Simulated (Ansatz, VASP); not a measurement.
One calculation of RbVF3, two programs

The input INCAR:

```
SYSTEM = RbVF3
ALGO = Normal
EDIFF = 1E-7
ENCUT = 520
GGA = CA
ISIF = 2
ISMEAR = 0
ISPIN = 2
LASPH = .True.
LCHARG = .False.
LDAU = .True.
LDAUJ = 0 0 0
LDAUL = -1 2 -1
LDAUPRINT = 1
LDAUTYPE = 2
LDAUU = 0 4 0
LMAXMIX = 4
LORBIT = 11
LREAL = .False.
LWAVE = .False.
MAGMOM = 0 2.48 0.02 0.02 0.02
NBANDS = 34
NELM = 150
PREC = Accurate
SIGMA = 0.05
```

File KPOINTS:

```
k-points
0
Gamma
  5 5 5
  0 0 0
```

File POSCAR:

```
RbVF3
1.0
    4.1819996800      0.0000000000      0.0000000000
    0.0000000000      4.1819996800      0.0000000000
    0.0000000000      0.0000000000      4.1819996800
Rb V F
1 1 3
Direct
    0.0000000000      0.0000000000      0.0000000000
    0.5000000000      0.5000000000      0.5000000000
    0.5000000000      0.5000000000      0.0000000000
    0.0000000000      0.5000000000      0.5000000000
    0.5000000000      0.0000000000      0.5000000000
```

Input for Ansatz:

```yaml
crystal:
  lattice:
    - [4.18199968, 0.0, 0.0]
    - [0.0, 4.18199968, 0.0]
    - [0.0, 0.0, 4.18199968]
  atoms:
    - { symbol: Rb, position: [0.0, 0.0, 0.0] }
    - { symbol: V, position: [0.5, 0.5, 0.5], spin: 3.0 }
    - { symbol: F, position: [0.5, 0.5, 0.0] }
    - { symbol: F, position: [0.0, 0.5, 0.5] }
    - { symbol: F, position: [0.5, 0.0, 0.5] }
basis:
  ecutwfc: 420
  ecutrho_ratio: 4
kpoints:
  mp_grid: { grid: [5, 5, 5] }
hamiltonian:
  xc: lda
  hubbard:
    sites:
      - { site: 1, l: d, u_eff: 4.0, starting_ns: [{ spin: up, occupation_matrix: s1up }, { spin: down, occupation_matrix: s1down }] }
    occupation_matrices:
      s1up:
        matrix:
          - [0.02, 0.0, 0.0, 0.0, 0.0]
          - [0.0, 0.97, 0.0, 0.0, 0.0]
          - [0.0, 0.0, 0.97, 0.0, 0.0]
          - [0.0, 0.0, 0.0, 0.02, 0.0]
          - [0.0, 0.0, 0.0, 0.0, 0.97]
      s1down:
        matrix:
          - [0.02, 0.0, 0.0, 0.0, 0.0]
          - [0.0, 0.02, 0.0, 0.0, 0.0]
          - [0.0, 0.0, 0.02, 0.0, 0.0]
          - [0.0, 0.0, 0.0, 0.02, 0.0]
          - [0.0, 0.0, 0.0, 0.0, 0.02]
    ns_hold: { iters: 10 }
scf:
  occupations: { method: gaussian, width: 0.05 }
  lower_state_search: "off"
  max_iter: 150
output:
  forces: true
  stress: true
  eigenvalues: true
  populations: true
  hubbard: { sites: [{ site: 1, l: d }] }
  write_density: true
  write_potential: true
  elf: true
  volumetric_format: npy
magnetization:
  spin_polarized: true
```

Alike in both runs: task single point; functional LDA; k mesh 5 × 5 × 5; occupations gaussian, width 0.05 eV; collinear spin; Hubbard terms V d U = 4.0 eV.

```csv
,VASP,Ansatz
version,VASP 6.6.1,Ansatz 0.2.0
potentials or method,"VASP PAW LDA potentials, release 64 (Rb_sv, V_sv, F), cutoff 520 eV","scalar-relativistic, plane waves, PAW"
valence electrons in the cell,43,43
```

```tsv
	VASP	Ansatz	Ansatz less VASP
gap on the k mesh at the Fermi level (eV)	2.28	2.79	+0.509
least direct gap on the mesh (eV)	3.38	3.77	+0.387
pressure (GPa)	-3.2	-3.8	-0.63
net moment per atom (μB)	0.60	0.60	0.000
size of the moment on the site where the two differ most (μB)	2.72	2.25	-0.466
```

LDA's correlation is that of Perdew and Zunger in VASP and of Perdew and Wang (1992) in Ansatz. Site moments also hang on the region over which each program counts them. The programs project onto different local orbitals, so the same U acts differently, and such runs can settle in different states.
